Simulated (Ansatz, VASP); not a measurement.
CaF2 in VASP and in Ansatz

```
Ca F
1.0
     0.00000    2.74909    2.74909
     2.74909    0.00000    2.74909
     2.74909    2.74909    0.00000
Ca F
1 2
Cartesian
  0.0000 0.0000 0.0000
  1.3745 1.3745 1.3745
  4.1236 4.1236 4.1236
```

Alike in both runs: task single point; functional PBEsol; k mesh 6 × 6 × 6; no spin polarisation.

|  | VASP | Ansatz |
| --- | --- | --- |
| version | VASP 6.6.1 | Ansatz 0.2.0 |
| potentials or method | VASP PAW PBE potentials, release 64 (Ca_sv, F), cutoff 600 eV | plane waves, PAW |
| occupations | gaussian, width 0.01 eV | fixed |
| valence electrons in the cell | 24 | 24 |

Ansatz gave:

```
pressure (GPa) : -3.3
```

Question: Estimate VASP's values.

Answer: Pressure (GPa): -3.2.

VASP's potentials were made for PBE, not for PBEsol.
